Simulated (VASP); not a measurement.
Wanted: the native input for a VASP 6.6.1 run.

```
Task                   : single point
Functional             : PBE
Potentials or basis    : VASP PAW PBE potentials, release 64 (Na_sv, Mg_sv, Al, C, N)
Cutoff                 : 970 eV
k mesh                 : 4 × 4 × 4
Occupations            : gaussian, width 0.1 eV
Spin                   : no spin polarisation
Dipole correction      : no
Mended                 : yes
Further INCAR settings : LREAL = Auto; ALGO = Normal; EDIFF = 1e-06; NBANDS = 56
```

The structure of Na2MgAlC6N6 lies in POSCAR:

```
Na2MgAlC6N6
1.0
    0.0000000000      5.1200000000      5.1200000000
    5.1200000000      0.0000000000      5.1200000000
    5.1200000000      5.1200000000      0.0000000000
Na Mg Al C N
2 1 1 6 6
Direct
    0.2500000000      0.2500000000      0.2500000000
    0.7500000000      0.7500000000      0.7500000000
    0.5000000000      0.5000000000      0.5000000000
    0.0000000000      0.0000000000      0.0000000000
    0.8168945300      0.1831054700      0.1831054700
    0.1831054700      0.8168945300      0.1831054700
    0.1831054700      0.1831054700      0.8168945300
    0.1831054700      0.8168945300      0.8168945300
    0.8168945300      0.1831054700      0.8168945300
    0.8168945300      0.8168945300      0.1831054700
    0.7026367200      0.2973632800      0.2973632800
    0.2973632800      0.7026367200      0.2973632800
    0.2973632800      0.2973632800      0.7026367200
    0.2973632800      0.7026367200      0.7026367200
    0.7026367200      0.2973632800      0.7026367200
    0.7026367200      0.7026367200      0.2973632800
```

One way to write it, as run:

INCAR

```
PREC     = Accurate       # precision mode
ENCUT    = 970            # plane-wave cutoff, eV
EDIFF    = 1E-6           # SCF threshold, eV
ISMEAR   = 0              # smearing method
SIGMA    = 0.1            # smearing width, eV
LREAL    = Auto         
LASPH    = T              # aspherical terms in the spheres
NELM     = 120            # most SCF steps
ALGO     = Normal         # electronic algorithm
ISIF     = 2              # what is computed and relaxed
LWAVE    = F              # write WAVECAR
LCHARG   = T              # write CHGCAR
GGA      = PE             # functional
LELF     = T              # ELF
LVHAR    = T            
NBANDS   = 56             # bands
GGA_COMPAT= F
```

KPOINTS

```
Automatic mesh
0
Gamma
  4 4 4
```

Potentials or basis: VASP PAW PBE potentials, release 64 (Na_sv, Mg_sv, Al, C, N).

Command:

```bash
$ cat potpaw_PBE.64/Na_sv/POTCAR potpaw_PBE.64/Mg_sv/POTCAR potpaw_PBE.64/Al/POTCAR potpaw_PBE.64/C/POTCAR potpaw_PBE.64/N/POTCAR > POTCAR
$ mpirun -np 1 vasp_std > vasp.out
```

It gave:

- Pressure: 9.7 GPa
- Largest force: 1.817 eV/Å
- Band gap on the k mesh: zero (an odd number of electrons rules out a gap without spin polarisation)

Caveat: the cell stands under pressure; forces of over 1 eV/Å act on the atoms, so gaps and moduli don't describe the material at rest.

Run time: 9.3 min on 1 thread of Intel(R) Xeon(R) 6975P-C (Granite Rapids), on a shared host, peak memory 1.1 GiB.
